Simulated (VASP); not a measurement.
Crystal: Ni.

```
Ni
1.0
     2.44802    0.00000    0.00000
    -1.22401    2.12005    0.00000
     0.00000    0.00000    4.07281
Ni
2
Cartesian
  0.0000 1.4134 1.0182
  1.2240 0.7067 3.0546
```

This isn't the form of Ni at room conditions, which is fcc.

```yaml
Program: VASP 6.6.1
Task: relaxation of cell and atoms
Functional: PBEsol
Potentials_or_basis: VASP PAW PBE potentials, release 64 (Ni)
Cutoff: 600 eV
k_mesh: 14 × 14 × 7
Occupations: fermi-dirac, width 0.1 eV
Spin: collinear spin, ferromagnetic start
Starting_moments: "[2.0, 2.0] μB"
```

At the start: pressure -3.0 GPa; volume 10.57 Å³/atom.

How do energy, volume and symmetry change on relaxing?

Over 5 steps the energy falls by 2.7 meV/atom and the volume is 10.42 Å³/atom (-1.4 %); space group P6_3/mmc (No. 194, to 0.1 Å) before and after; moment 1.20 μB per cell.

The path:
```
step  energy change (eV)  largest force (eV/Å)  pressure (GPa)  volume (Å³)
   1              0.0000                0.0000           -2.98        21.14
   2             -0.0021                0.0000            3.38        20.54
   3             -0.0045                0.0000            0.58        20.79
   4             -0.0053                0.0000            0.06        20.84
   5             -0.0053                0.0000           -0.01        20.85
```

Final structure:
```xyz
2
Lattice="2.4495 0.0000 0.0000 -1.2248 2.1213 0.0000 0.0000 0.0000 4.0119" Properties=species:S:1:pos:R:3 pbc="T T T"
Ni    0.0000    1.4142    1.0030
Ni    1.2248    0.7071    3.0090
```

Caveat: the PAW data sets were made with another functional, which shifts forces and pressure a little.
